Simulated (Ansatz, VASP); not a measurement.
**MgO: VASP beside Ansatz**

```xyz
2
Lattice="0.0000 2.0796 2.0796 2.0796 0.0000 2.0796 2.0796 2.0796 0.0000" Properties=species:S:1:pos:R:3 pbc="T T T"
Mg    0.0000    0.0000    0.0000
O     2.0796    2.0796    2.0796
```

Alike in both runs: functional LDA; k mesh 10 × 10 × 10; occupations gaussian, width 0.02 eV; no spin polarisation.

Ansatz relaxed the structure, and its values are those at the end. VASP's run is a single point on that final structure, the one shown.

```csv
,VASP,Ansatz
version,VASP 6.6.1,Ansatz 0.2.0
potentials or method,"VASP PAW LDA potentials, release 64 (Mg_sv, O), cutoff 750 eV","scalar-relativistic, plane waves, PAW"
valence electrons in the cell,16,16
```

|  | VASP | Ansatz | Ansatz less VASP |
| --- | --- | --- | --- |
| gap on the k mesh at the Fermi level (eV) | 5.05 | 5.03 | -0.014 |
| least direct gap on the mesh (eV) | 5.05 | 5.03 | -0.014 |
| pressure (GPa) | 0.1 | 0.0 | -0.07 |

LDA's correlation is that of Perdew and Zunger in VASP and of Perdew and Wang (1992) in Ansatz.
